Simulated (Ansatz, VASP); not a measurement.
**SiC: VASP beside Ansatz**

```xyz
12
Lattice="3.0950 0.0000 0.0000 -1.5475 2.6803 0.0000 0.0000 0.0000 15.1700" Properties=species:S:1:pos:R:3 pbc="T T T"
Si    0.0000    0.0000    1.8962
Si    0.0000    0.0000    9.4812
Si    0.0000    1.7869    4.4251
Si    1.5475    0.8934   12.0101
Si    0.0000    1.7869   14.5374
Si    1.5475    0.8934    6.9524
C     0.0000    0.0000    0.0000
C     0.0000    0.0000    7.5850
C     0.0000    1.7869    2.5288
C     1.5475    0.8934   10.1138
C     0.0000    1.7869   12.6412
C     1.5475    0.8934    5.0562
```

Alike in both runs: task electric field gradients; functional PBE; k mesh 10 × 10 × 2; occupations fermi-dirac, width 0.02 eV; no spin polarisation.

|  | VASP | Ansatz |
| --- | --- | --- |
| version | VASP 6.6.1 | Ansatz 0.2.0 |
| potentials or method | VASP PAW PBE potentials, release 64 (Si, C) | plane-wave PAW, scalar-relativistic |
| plane-wave cutoff (eV) | 520 | 420 |
| valence electrons in the cell | 48 | 48 |

```tsv
	VASP	Ansatz	Ansatz less VASP
gap on the k mesh at the Fermi level (eV)	2.02	2.02	+0.002
pressure (GPa)	0.2	0.2	+0.05
traceless stress, the component that is largest in VASP (GPa)	0.51	0.51	-0.005
rms of the force components (eV/Å)	0.039	0.039	0.0000
size of Vzz on the site where it differs most (V/Å²)	1.7	1.8	+0.10
```

Atom by atom the forces differ by 0.000 eV/Å (rms over components). With one functional, cell and mesh, what is left measures potentials, basis and numerics.
